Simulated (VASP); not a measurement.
# In4Ga8N11 (P1) in VASP: further runs

The runs below take In4Ga8N11 through single point, with PBE.

All numbers are computed with VASP 6.6.1; they aren't measurements. Logs are shortened: lines on timing, memory, paths and dates and some standing lists are left out, and cuts for length are marked.

### 1 The cell of the first run

The typed cell holds 23 atoms: a = 5.782 Å, b = 7.934 Å, c = 7.953 Å, α = 78.08°, β = 68.85°, γ = 67.87°.

### 2 Single point, PBE

The input, INCAR:

```
PREC = Accurate ; ENCUT = 520
EDIFF = 1E-6 ; ISMEAR = 0
SIGMA = 0.1 ; LREAL = Auto
LASPH = True ; NELM = 60
ALGO = Normal ; ISIF = 2
LWAVE = False ; LCHARG = False
GGA = PE ; ISYM = 0
NBANDS = 122
```

The input, KPOINTS:

```
Automatic mesh
0
Gamma
  3 2 2
  0 0.5 0.5
```

The input, POSCAR:

```
In4Ga8N11
1.0
    0.0342252050     -5.7823034816      0.0202631227
    4.9955691576     -2.9397411809      5.4177258331
   -5.0108453887     -2.8804079744      5.4636731010
In Ga N
4 8 11
Direct
    0.3359778887      0.9945645759      0.9926199668
    0.8282369243      0.4973107558      0.4986546435
    0.9659626495      0.7177225194      0.7597399619
    0.4248584418      0.2444784701      0.2431384245
    0.3376534542      0.6697079513      0.3282199418
    0.8396234646      0.1635412263      0.8255107056
    0.3429147992      0.3211518464      0.6560160390
    0.8390251597      0.8280403526      0.1680923399
    0.9169242306      0.0720590620      0.4200395667
    0.4175680691      0.5861355675      0.9157743185
    0.9018318913      0.4161987954      0.0833555277
    0.4225255485      0.9157415229      0.5767680902
    0.6595685433      0.3600761236     -0.0031921234
    0.1696777055      0.8566722135      0.5052462252
    0.6666367048      0.9994117883      0.3609838857
    0.7209430502      0.2513259012      0.6103829214
    0.2231782625      0.7517972009      0.1109241963
    0.7235680164      0.6105286330      0.2505155240
    0.2224867618      0.1112443298      0.7492173062
    0.6229124281      0.6984017785      0.7008589211
    0.1071345378      0.1958414357      0.1962379758
    0.7500203189      0.9438063394      0.9461621579
    0.2453802717      0.4482581576      0.4424699255
```

Potentials or basis: VASP PAW PBE potentials, release 64 (In_d, Ga_d, N).

Started as:

```bash
$ cat potpaw_PBE.64/In_d/POTCAR potpaw_PBE.64/Ga_d/POTCAR potpaw_PBE.64/N/POTCAR > POTCAR
$ mpirun -np 1 vasp_std > vasp.out
```

OUTCAR:

```text
PREC = Accurate
   ENCUT = 520
   EDIFF = 1E-6
   ISMEAR = 0
   LREAL = Auto
   LASPH = True
   NELM = 60
   ISIF = 2
   GGA = PE
   ISYM = 0

 ion  position               nearest neighbor table
   1  0.336  0.995  0.993-  22 2.17  19 2.18  17 2.19  21 2.20  10 3.25   6 3.30   5 3.31  12 3.32
                             7 3.32   8 3.34   4 3.36  11 3.37   8 3.38   6 3.38   9 3.41   3 3.51
   2  0.828  0.497  0.499-  23 2.18  16 2.19  18 2.19  20 2.19   5 3.29  12 3.29   6 3.30   8 3.31
                             7 3.33  10 3.34  11 3.34   7 3.35   9 3.37   4 3.39   3 3.43   5 3.43
   3  0.966  0.718  0.760-  14 2.24  22 2.25  20 2.26  10 3.03  11 3.15   7 3.15   8 3.29  12 3.31
                             5 3.34   2 3.43  10 3.44   6 3.44   1 3.51
   4  0.425  0.244  0.243-  21 2.18  15 2.18  13 2.19  23 2.19  11 3.27   8 3.29   7 3.30  12 3.31
                             9 3.33   6 3.34  10 3.35   1 3.36   2 3.39   5 3.39  11 3.40   9 3.42
   5  0.338  0.670  0.328-  17 1.97  23 1.97  14 1.98  18 1.98   2 3.29   1 3.31   3 3.34   4 3.39
                             2 3.43
   6  0.840  0.164  0.826-  22 1.96  16 1.97  19 1.97  13 2.00   1 3.30   2 3.30   4 3.34   1 3.38
                             3 3.44
   7  0.343  0.321  0.656-  23 1.94  19 1.95  16 1.95   3 3.15   4 3.30   1 3.32   2 3.33   2 3.35

   8  0.839  0.828  0.168-  22 1.96  17 1.97  15 1.98  18 1.98   3 3.29   4 3.29   2 3.31   1 3.34
                             1 3.38
   9  0.917  0.072  0.420-  14 1.97  15 1.97  21 2.01  16 2.01   4 3.33   2 3.37   1 3.41   4 3.42

  10  0.418  0.586  0.916-  20 1.96  17 1.97  13 1.97   3 3.03   1 3.25   2 3.34   4 3.35   3 3.44

  11  0.902  0.416  0.083-  21 1.96  18 1.97  13 1.98   3 3.15   4 3.27   2 3.34   1 3.37   4 3.40

  12  0.423  0.916  0.577-  15 1.97  20 1.98  14 1.98  19 2.00   2 3.29   3 3.31   4 3.31   1 3.32

  13  0.660  0.360  0.997-  10 1.97  11 1.98   6 2.00   4 2.19
  14  0.170  0.857  0.505-   9 1.97  12 1.98   5 1.98   3 2.24
  15  0.667  0.999  0.361-  12 1.97   9 1.97   8 1.98   4 2.18
  16  0.721  0.251  0.610-   7 1.95   6 1.97   9 2.01   2 2.19
  17  0.223  0.752  0.111-  10 1.97   8 1.97   5 1.97   1 2.19
  18  0.724  0.611  0.251-  11 1.97   5 1.98   8 1.98   2 2.19
  19  0.222  0.111  0.749-   7 1.95   6 1.97  12 2.00   1 2.18
  20  0.623  0.698  0.701-  10 1.96  12 1.98   2 2.19   3 2.26
  21  0.107  0.196  0.196-  11 1.96   9 2.01   4 2.18   1 2.20
  22  0.750  0.944  0.946-   8 1.96   6 1.96   1 2.17   3 2.25
  23  0.245  0.448  0.442-   7 1.94   5 1.97   2 2.18   4 2.19

IMPORTANT INFORMATION: All symmetrisations will be switched off!
NOSYMM: (Re-)initialisation of all symmetry stuff for point group C_1.

----------------------------------------------------------------------------------------

                                     Primitive cell

  volume of cell :     314.1918

  direct lattice vectors                    reciprocal lattice vectors
     0.034225205 -5.782303482  0.020263123    -0.001453011 -0.173274847 -0.092681801
     4.995569158 -2.939741181  5.417725833     0.100366228  0.000918327  0.092532038
    -5.010845389 -2.880407974  5.463673101    -0.099516800 -0.000267979  0.091616904

  length of vectors
     5.782440273  7.934074780  7.953429786     0.196510051  0.136515204  0.135267595

  position of ions in fractional coordinates (direct lattice)
     0.335977889  0.994564576  0.992619967
     0.828236924  0.497310756  0.498654643
     0.965962649  0.717722519  0.759739962
     0.424858442  0.244478470  0.243138425
     0.337653454  0.669707951  0.328219942
     0.839623465  0.163541226  0.825510706
[... 15 lines left out ...]
     0.750020319  0.943806339  0.946162158
     0.245380272  0.448258158  0.442469925

  ion indices of the primitive-cell ions
   primitive index   ion index
                 1           1
                 2           2
                 3           3
                 4           4
                 5           5
                 6           6
[... 15 lines left out ...]
                22          22
                23          23

----------------------------------------------------------------------------------------

 KPOINTS: Automatic mesh

Automatic generation of k-mesh.
 Grid dimensions read from file:
 generate k-points for:    3    2    2

 Generating k-lattice:

  Cartesian coordinates                     Fractional coordinates (reciprocal lattice)
    -0.000484337 -0.057758282 -0.030893934     0.333333333  0.000000000 -0.000000000
     0.050183114  0.000459163  0.046266019    -0.000000000  0.500000000  0.000000000
    -0.049758400 -0.000133990  0.045808452     0.000000000  0.000000000  0.500000000

  Length of vectors
     0.065503350  0.068257602  0.067633798

  Shift w.r.t. Gamma in fractional coordinates (k-lattice)
     0.000000000  0.500000000  0.500000000

 Subroutine IBZKPT returns following result:
 ===========================================

 Found      6 irreducible k-points:

 Following reciprocal coordinates:
            Coordinates               Weight
 -0.000000  0.250000  0.250000      2.000000
  0.333333  0.250000  0.250000      2.000000
 -0.333333  0.250000  0.250000      2.000000
  0.000000 -0.250000  0.250000      2.000000
  0.333333 -0.250000  0.250000      2.000000
 -0.333333 -0.250000  0.250000      2.000000
   k-points           NKPTS =      6   k-points in BZ     NKDIM =      6   number of bands    NBANDS=    122
   number of dos      NEDOS =    301   number of ions     NIONS =     23
   total plane-waves  NPLWV = 172800
   dimension x,y,z NGX =    48 NGY =   60 NGZ =   60
   dimension x,y,z NGXF=    96 NGYF=  120 NGZF=  120
   ions per type =               4   8  11
   NGX,Y,Z   is equivalent  to a cutoff of  13.80, 12.57, 12.54 a.u.
   NGXF,Y,Z  is equivalent  to a cutoff of  27.60, 25.14, 25.08 a.u.
 SYSTEM =  unknown system
   PREC   = accura    normal or accurate (medium, high low for compatibility)
   ISTART =      0    job   : 0-new  1-cont  2-samecut
   ICHARG =      2    charge: 1-file 2-atom 10-const
   ISPIN  =      1    spin polarized calculation?
   LNONCOLLINEAR =      F non collinear calculations
   LSORBIT =      F    spin-orbit coupling
   LASPH  =      T    aspherical Exc in radial PAW
   ENCUT  =  520.0 eV  38.22 Ry    6.18 a.u.  10.75 14.75 14.79*2*pi/ulx,y,z
   NELM   =     60;   NELMIN=  2; NELMDL= -5     # of ELM steps
   EDIFF  = 0.1E-05   stopping-criterion for ELM
   LREAL  =      T    real-space projection
   EDIFFG = 0.1E-04   stopping-criterion for IOM
   NSW    =      0    number of steps for IOM
   IBRION =     -1    ionic relax: 0-MD 1-quasi-New 2-CG
   NFREE  =      0    steps in history (QN), initial steepest desc. (CG)
   ISIF   =      2    stress and relaxation
   ISYM   =      0    0-nonsym 1-usesym 2-fastsym
   POTIM  = 0.5000    time-step for ionic-motion
   TEBEG  =    0.0;   TEEND  =   0.0 temperature during run
   PSTRESS=    0.0 pullay stress
   NELECT =     211.0000    total number of electrons
   NUPDOWN=      -1.0000    fix difference up-down
   EMIN   =  10.00;   EMAX   =-10.00  energy-range for DOS
   EFERMI =   0.00;   METHOD = LEGACY
   ISMEAR =     0;   SIGMA  =   0.10  broadening in eV -4-tet -1-fermi 0-gaus
   EFERMI_NEDOS =   21; number of points for ismear=-14 and -15
   IALGO  =     38    algorithm
   IMIX   =      4    mixing-type and parameters
     AMIX     =   0.40;   BMIX     =  1.00
     AMIX_MAG =   1.60;   BMIX_MAG =  1.00
  volume/ion in A,a.u.               =      13.66        92.19
  Fermi-wavevector in a.u.,A,eV,Ry     =   1.433631  2.709170 27.964020  2.055298
  Thomas-Fermi vector in A             =   2.553128
   LORBIT       =      0    0 simple, 1 ext, 2 COOP (PROOUT), +10 PAW based schemes
   GGA     = PE    functional components
   LHFCALC =     F    Hartree Fock is set to
   AEXX    =    0.0000 exact exchange contribution
   IVDW    =     0    specifies the selected vdW correction
   LEPSILON=     F    determine dielectric tensor
   LRPA    =     F    only Hartree local field effects (RPA)
 non-spin polarized calculation
 Gauss-broadening in eV      SIGMA  =   0.10
  energy-cutoff  :      520.00
  volume of cell :      314.19
 maximum number of plane-waves:      8468
 NGX is ok and might be reduce to    48
   NGX = 21   NGY = 29   NGZ = 29

 number of electron     210.9999997 magnetization

 Free energy of the ion-electron system (eV)
  ---------------------------------------------------
  ext. energy  EPLUGINS =         0.00000000
  ---------------------------------------------------
  free energy    TOTEN  =      -128.77991850 eV

  energy without entropy =     -128.76903506  energy(sigma->0) =     -128.77447678

 E-fermi :   7.3454     XC(G=0): -11.0718

 val. band max:        7.2695370928   @ k =   0.3333   0.2500   0.2500
 cond. band min:       7.4213249084   @ k =  -0.3333  -0.2500   0.2500
 fundamental gap:      0.1517878156
 Fermi energy:         7.3454185791

 k-point     1 :      -0.0000    0.2500    0.2500
  band No.  band energies     occupation
      1      -9.8085      2.00000
      2      -9.6594      2.00000
      3      -9.5727      2.00000
      4      -9.5029      2.00000
      5      -9.4696      2.00000
      6      -9.4533      2.00000
[... 109 lines left out ...]
    116      11.1069      0.00000
    117      11.2274      0.00000

 k-point     2 :       0.3333    0.2500    0.2500
  band No.  band energies     occupation
      1      -9.7694      2.00000
      2      -9.5836      2.00000
      3      -9.5509      2.00000
      4      -9.5299      2.00000
      5      -9.5083      2.00000
      6      -9.4653      2.00000
[... 109 lines left out ...]
    116      10.6344      0.00000
    117      11.0557      0.00000

 k-point     3 :      -0.3333    0.2500    0.2500
  band No.  band energies     occupation
      1      -9.6690      2.00000
      2      -9.6355      2.00000
      3      -9.5870      2.00000
      4      -9.5396      2.00000
      5      -9.4841      2.00000
      6      -9.4535      2.00000
[... 109 lines left out ...]
    116      10.5447      0.00000
    117      10.6878      0.00000

 k-point     4 :       0.0000   -0.2500    0.2500
  band No.  band energies     occupation
      1      -9.8104      2.00000
      2      -9.6293      2.00000
      3      -9.5717      2.00000
      4      -9.5328      2.00000
      5      -9.4713      2.00000
      6      -9.4483      2.00000
[... 109 lines left out ...]
    116      10.9105      0.00000
    117      11.0486      0.00000

 k-point     5 :       0.3333   -0.2500    0.2500
  band No.  band energies     occupation
      1      -9.6911      2.00000
      2      -9.6293      2.00000
      3      -9.5803      2.00000
      4      -9.5263      2.00000
      5      -9.4909      2.00000
      6      -9.4606      2.00000
[... 109 lines left out ...]
    116      10.8025      0.00000
    117      10.9581      0.00000

 k-point     6 :      -0.3333   -0.2500    0.2500
  band No.  band energies     occupation
      1      -9.7010      2.00000
      2      -9.6351      2.00000
      3      -9.5488      2.00000
      4      -9.5276      2.00000
      5      -9.5083      2.00000
      6      -9.4511      2.00000
[... 109 lines left out ...]
    116      10.6973      0.00000
    117      11.0572      0.00000
 [bands above 117 left out]

------------------------ aborting loop because EDIFF is reached ----------------------------------------

  FORCE on cell =-STRESS in cart. coord.  units (eV):
  Direction    XX          YY          ZZ          XY          YZ          ZX
  --------------------------------------------------------------------------------------
  -------------------------------------------------------------------------------------
  Total        0.1134920      0.1376241      0.2314753     -0.0378234     -0.0403533     -0.0249867
  in kB        0.5787364      0.7017950      1.1803759     -0.1928754     -0.2057759     -0.1274164
  external PRESSURE =       0.8203024 kB  Pullay stress =       0.0000000 kB

 VOLUME and BASIS-vectors are now :
 -----------------------------------------------------------------------------
  energy-cutoff  :      520.00
  volume of cell :      314.19
      direct lattice vectors                 reciprocal lattice vectors
     0.034225205 -5.782303482  0.020263123    -0.001453011 -0.173274847 -0.092681801
     4.995569158 -2.939741181  5.417725833     0.100366228  0.000918327  0.092532038
    -5.010845389 -2.880407974  5.463673101    -0.099516800 -0.000267979  0.091616904

 POSITION                                       TOTAL-FORCE (eV/Angst)
 -----------------------------------------------------------------------------------
      0.00605     -7.72564     10.81844         0.006583      0.000328      0.003722
      0.01402     -7.68741      5.43556        -0.012098     -0.012312      0.008614
     -0.18845     -9.88377      8.05897        -0.033536     -0.005116     -0.007062
      0.01752     -3.87570      2.66156        -0.011051      0.003493     -0.000884
      1.71247     -4.86659      5.42842         0.009824     -0.002769     -0.014939
     -3.29079     -7.71353      5.41336         0.005407     -0.000726      0.003913
[... 15 lines left out ...]
     -0.00055     -9.83672     10.29800        -0.002289     -0.013078     -0.009130
      0.03055     -4.01112      4.85102        -0.007598     -0.014567      0.021192
 -----------------------------------------------------------------------------------
    total drift:                               -0.018924     -0.002106      0.018063

  FREE ENERGIE OF THE ION-ELECTRON SYSTEM (eV)
  ---------------------------------------------------
  free  energy   TOTEN  =      -128.7799185024 eV

  energy  without entropy=     -128.7690350641  energy(sigma->0) =     -128.77447678
```

Run time: 11 min. Hardware: 1 thread of Intel Xeon Platinum 8488C (Sapphire Rapids), shared host; peak memory 0.48 GiB.

Results:

- Free energy: -128.7799 eV
- Pressure: 0.1 GPa
- Largest force: 0.035 eV/Å
- Band gap on the k mesh: zero (an odd number of electrons rules out a gap without spin polarisation)

Forces on the atoms (eV/Å):
```
In   0.007  0.000  0.004
In  -0.012 -0.012  0.009
In  -0.034 -0.005 -0.007
In  -0.011  0.003 -0.001
Ga   0.010 -0.003 -0.015
Ga   0.005 -0.001  0.004
Ga   0.015  0.013 -0.001
Ga  -0.006  0.005  0.003
Ga   0.002  0.007  0.006
Ga  -0.010  0.017 -0.006
Ga   0.007 -0.016 -0.001
Ga  -0.001  0.008 -0.011
N    0.019  0.002 -0.017
N    0.004 -0.009  0.004
N    0.001 -0.004 -0.004
N   -0.010 -0.004  0.000
N   -0.011  0.002  0.007
N    0.018  0.013  0.001
N    0.007  0.005  0.005
N    0.006  0.003  0.008
N    0.003  0.002  0.000
N   -0.002 -0.013 -0.009
N   -0.008 -0.015  0.021
```

Caveat: the k points lie up to 0.43 Å⁻¹ apart, too coarse for converged energies and pressures of a metal; spin-orbit coupling is left out, which moves the levels of the heavy elements.

### 3 Single point, PBE

The input, INCAR:

```
SYSTEM = In4Ga8N11
  ALGO = Normal
  EDIFF = 1E-6
  ENCUT = 520
  GGA = PE
  ISIF = 2
  ISMEAR = 0
  ISYM = 0
  LASPH = .True.
  LCHARG = .False.
  LREAL = Auto
  LWAVE = .False.
  NBANDS = 122
  NELM = 60
  PREC = Accurate
  SIGMA = 0.1
```

KPOINTS is that of step 2.

The input, POSCAR:

```
In4Ga8N11
1.0
    0.0334403705     -5.7817839248      0.0205324961
    4.9939817133     -2.9390526594      5.4182936082
   -5.0097043704     -2.8810800510      5.4639267650
In Ga N
4 8 11
Direct
    0.3350768906      0.9958721129      0.9918615498
    0.8270296322      0.4987507564      0.4981493564
    0.9652092555      0.7190177071      0.7587560200
    0.4240342873      0.2457708239      0.2423371225
    0.3366285463      0.6711571159      0.3273218926
    0.8385307254      0.1649008998      0.8248226511
    0.3419247874      0.3223402756      0.6550076965
    0.8379499837      0.8292085962      0.1673049374
    0.9158601546      0.0735070812      0.4191572347
    0.4163836571      0.5873357603      0.9152514453
    0.9012060766      0.4176537758      0.0823941974
    0.4213640935      0.9170971500      0.5759466776
    0.6587558733      0.3614374166      0.9960128030
    0.1686981426      0.8580733736      0.5043589895
    0.6657512033      1.0007221360      0.3599840222
    0.7199585127      0.2525882225      0.6096338115
    0.2220876883      0.7532121416      0.1102662260
    0.7224255663      0.6118098114      0.2497162639
    0.2214034627      0.1125682810      0.7484607296
    0.6216873183      0.6998559427      0.7002025661
    0.1064386713      0.1972725244      0.1953476414
    0.7493211029      0.9448555688      0.9451872774
    0.2441767947      0.4497263439      0.4417636761
```

Potentials or basis: VASP PAW PBE potentials, release 64 (In_d, Ga_d, N).

Started as:

```bash
$ cat potpaw_PBE.64/In_d/POTCAR potpaw_PBE.64/Ga_d/POTCAR potpaw_PBE.64/N/POTCAR > POTCAR
$ mpirun -np 1 vasp_std > vasp.out
```

It took 14 min on 1 thread of Intel Xeon Platinum 8488C (Sapphire Rapids), shared host; peak memory 0.48 GiB.

It converged, with:

* Free energy: -128.7799 eV
* Pressure: 0.2 GPa
* Largest force: 0.025 eV/Å
* Band gap on the k mesh: zero (an odd number of electrons rules out a gap without spin polarisation)

Forces on the atoms (eV/Å):
```
In   0.012  0.004 -0.004
In   0.003 -0.009  0.001
In  -0.020 -0.004 -0.007
In  -0.017  0.012  0.014
Ga  -0.005 -0.004 -0.012
Ga   0.000  0.000 -0.005
Ga   0.010  0.001  0.008
Ga   0.003 -0.003  0.002
Ga  -0.003  0.002  0.003
Ga   0.004  0.015 -0.003
Ga   0.006 -0.013 -0.002
Ga   0.001 -0.004 -0.007
N    0.014  0.000 -0.018
N    0.007 -0.005  0.003
N   -0.012 -0.004  0.009
N   -0.005  0.004  0.001
N   -0.008  0.011 -0.006
N    0.007  0.001  0.005
N    0.004  0.004  0.001
N    0.000  0.005  0.007
N    0.000  0.013 -0.002
N    0.001 -0.011  0.007
N   -0.004 -0.014  0.006
```

Levels at points of the mesh, in eV from the Fermi level:
| k point | band 103 | band 104 | band 105 | band 106 | band 107 | band 108 |
| --- | --- | --- | --- | --- | --- | --- |
| (0.00, 0.25, 0.25) | -2.45 | -2.34 | -2.28 | -0.20 | 0.50 | 1.14 |

Caveat: the k points lie up to 0.43 Å⁻¹ apart, too coarse for converged energies and pressures of a metal; spin-orbit coupling is left out, which moves the levels of the heavy elements.
